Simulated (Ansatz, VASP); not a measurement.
# Two plane-wave programs on RbCl

```
CELL_PARAMETERS angstrom
0.00000 3.18854 3.18854
3.18854 0.00000 3.18854
3.18854 3.18854 0.00000
ATOMIC_POSITIONS crystal
Rb 0.00000 0.00000 0.00000
Cl 0.50000 0.50000 0.50000
```

Alike in both runs: functional LDA; k mesh 8 × 8 × 8; occupations fermi-dirac, width 0.02 eV; no spin polarisation.

Ansatz relaxed the structure, and its values are those at the end. VASP's run is a single point on that final structure, the one shown.

```csv
,VASP,Ansatz
version,VASP 6.6.1,Ansatz 0.2.0
potentials or method,"VASP PAW LDA potentials, release 64 (Rb_sv, Cl), cutoff 500 eV",PAW plane waves
valence electrons in the cell,16,16
```

```csv
,VASP,Ansatz,Ansatz less VASP
gap on the k mesh at the Fermi level (eV),4.86,4.85,-0.006
pressure (GPa),0.0,0.0,-0.04
```

LDA's correlation is that of Perdew and Zunger in VASP and of Perdew and Wang (1992) in Ansatz.
